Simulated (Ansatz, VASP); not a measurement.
CaO: VASP beside Ansatz

File POSCAR:

```
CaO
1.0
    0.0000000000      2.2580126938      2.3975501103
    2.2580126938      0.0000000000      2.3975501103
    2.2580126938      2.2580126938      0.0000000000
Ca O
1 1
Direct
    0.0000000000      0.0000000000      0.0000000000
    0.5000000000      0.5000000000      0.5000000000
```

File INCAR.step1:

```
SYSTEM = CaO
PREC     = Accurate       ! precision mode
ENCUT    = 520            ! plane-wave cutoff, eV
ISMEAR   = 0              ! smearing method
SIGMA    = 0.01           ! smearing width, eV
LREAL    = .FALSE.        ! projectors in reciprocal space
LASPH    = .TRUE.         ! aspherical terms in the spheres
NELM     = 60             ! most SCF steps
NBANDS   = 15             ! bands
GGA      = PE             ! functional
ALGO     = Normal         ! electronic algorithm
EDIFF    = 1E-4           ! SCF threshold, eV
LWAVE    = .TRUE.         ! write WAVECAR
LCHARG   = .FALSE.        ! write CHGCAR
```

File INCAR.step2:

```
SYSTEM = CaO
PREC     = Accurate       ! precision mode
ENCUT    = 520            ! plane-wave cutoff, eV
EDIFF    = 1E-6           ! SCF threshold, eV
ISMEAR   = 0              ! smearing method
SIGMA    = 0.01           ! smearing width, eV
LREAL    = .FALSE.        ! projectors in reciprocal space
LASPH    = .TRUE.         ! aspherical terms in the spheres
NELM     = 60             ! most SCF steps
ALGO     = Normal         ! electronic algorithm
ISIF     = 2              ! what is computed and relaxed
LWAVE    = .FALSE.        ! write WAVECAR
LCHARG   = .TRUE.         ! write CHGCAR
METAGGA  = R2SCAN         ! meta-GGA
LMIXTAU  = .TRUE.       
LELF     = .TRUE.         ! ELF
LVHAR    = .TRUE.       
NBANDS   = 15             ! bands
ISTART   = 1
```

KPOINTS

```
Automatic mesh
0
G
  10 10 10
  0 0 0
```

Input for Ansatz:

```yaml
crystal:
  lattice:
    - [0.0, 2.2580126938, 2.3975501103]
    - [2.2580126938, 0.0, 2.3975501103]
    - [2.2580126938, 2.2580126938, 0.0]
  atoms:
    - { symbol: Ca, position: [0.0, 0.0, 0.0] }
    - { symbol: O, position: [0.5, 0.5, 0.5] }
kpoints:
  mp_grid: { grid: [10, 10, 10] }
  band_path:
    path:
      - [0.0, 0.0, 0.0]
      - [0.5, 0.0, 0.5]
      - [0.625, 0.25, 0.625]
      - [0.375, 0.375, 0.75]
      - [0.5, 0.5, 0.5]
      - [0.5, 0.25, 0.75]
      - [0.0, 0.5, 0.5]
    npoints: 1
hamiltonian:
  xc: r2scan
scf:
  occupations: { method: fixed }
  n_extra_bands: 4
output:
  forces: true
  stress: true
  eigenvalues: true
```

Change from the starting cell: biaxial_xy strain -5.8%.

Alike in both runs: task single point; functional r2SCAN; k mesh 10 × 10 × 10; no spin polarisation.

|  | VASP | Ansatz |
| --- | --- | --- |
| version | VASP 6.6.1 | Ansatz 0.2.0 |
| potentials or method | VASP PAW PBE potentials, release 64 (Ca_sv, O) | plane waves, PAW |
| plane-wave cutoff (eV) | 520 | 500 |
| occupations | gaussian, width 0.01 eV | fixed |
| valence electrons in the cell | 16 | 16 |

VASP gave:

| Item | Value |
| --- | --- |
| gap on the k mesh at the Fermi level (eV) | 3.98 |
| pressure (GPa) | 21.2 |
| traceless stress, the component that is largest in VASP (GPa) | -12.30 |

Task: Estimate Ansatz's values.

Result: gap on the k mesh at the Fermi level (eV): 4.01; pressure (GPa): 19.4; traceless stress, the component that is largest in VASP (GPa): -11.64.

VASP's potentials were made for PBE, not for r2SCAN.
